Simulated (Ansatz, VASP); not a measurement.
# SnO: VASP beside Ansatz

```
Sn O
1.0
     3.87657    0.00000    0.00000
     0.00000    3.87657    0.00000
     0.00000    0.00000    4.93085
Sn O
2 2
Cartesian
  0.0000 1.9383 1.1760
  1.9383 0.0000 3.7548
  0.0000 0.0000 0.0000
  1.9383 1.9383 0.0000
```

Change from the starting cell: volume scaled by 1.06, crystal datasets.

Alike in both runs: task electric field gradients; functional LDA; k mesh 6 × 6 × 5; occupations fermi-dirac, width 0.02 eV; no spin polarisation.

|  | VASP | Ansatz |
| --- | --- | --- |
| version | VASP 6.6.1 | Ansatz 0.2.0 |
| potentials or method | VASP PAW LDA potentials, release 64 (Sn_d, O), cutoff 520 eV | all-electron PAW with datasets made for the crystal, scalar-relativistic |

```csv
,VASP,Ansatz,Ansatz less VASP
pressure (GPa),-7.3,-7.5,-0.26
"traceless stress, the component that is largest in VASP (GPa)",0.85,0.84,-0.018
rms of the force components (eV/Å),0.362,0.400,+0.0378
size of Vzz on the site where it differs most (V/Å²),154.9,158.3,+3.43
```

LDA's correlation is that of Perdew and Zunger in VASP and of Perdew and Wang (1992) in Ansatz. Atom by atom the forces differ by 0.038 eV/Å (rms over components). Ansatz ran all-electron here, and VASP with PAW potentials.
